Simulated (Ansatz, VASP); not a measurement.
Two plane-wave programs on Hf

```
Hf
1.0
     3.19670    0.00000    0.00000
    -1.59835    2.76842    0.00000
     0.00000    0.00000    4.86813
Hf
2
Direct
  0.33333 0.66667 0.25000
  0.66667 0.33333 0.75000
```

Change from the starting cell: strain -0.0375 x Voigt [0, 0, 1, 0, 0, 0], atoms carried along.

Alike in both runs: task single point; functional PBE; k mesh 18 × 18 × 10; occupations gaussian, width 0.15 eV; no spin polarisation.

```csv
,VASP,Ansatz
version,VASP 6.6.1,Ansatz 0.2.0
potentials or method,"VASP PAW PBE potentials, release 64 (Hf_pv), cutoff 520 eV","scalar-relativistic, plane waves, PAW"
valence electrons in the cell,20,52
```

Ansatz gave:

- gap on the k mesh at the Fermi level (eV): none
- pressure (GPa): 5.5
- traceless stress, the component that is largest in VASP (GPa): 3.63

Task: Which values does VASP return?

Result: gap on the k mesh at the Fermi level (eV): none; pressure (GPa): 5.0; traceless stress, the component that is largest in VASP (GPa): 3.55.

A gap of «none» marks a metal or a gap that the smearing closes. VASP's potentials hold 20 valence electrons a cell and Ansatz's 52, so a difference there can come from the potentials and not from the codes.

Neither program's run includes spin-orbit coupling.
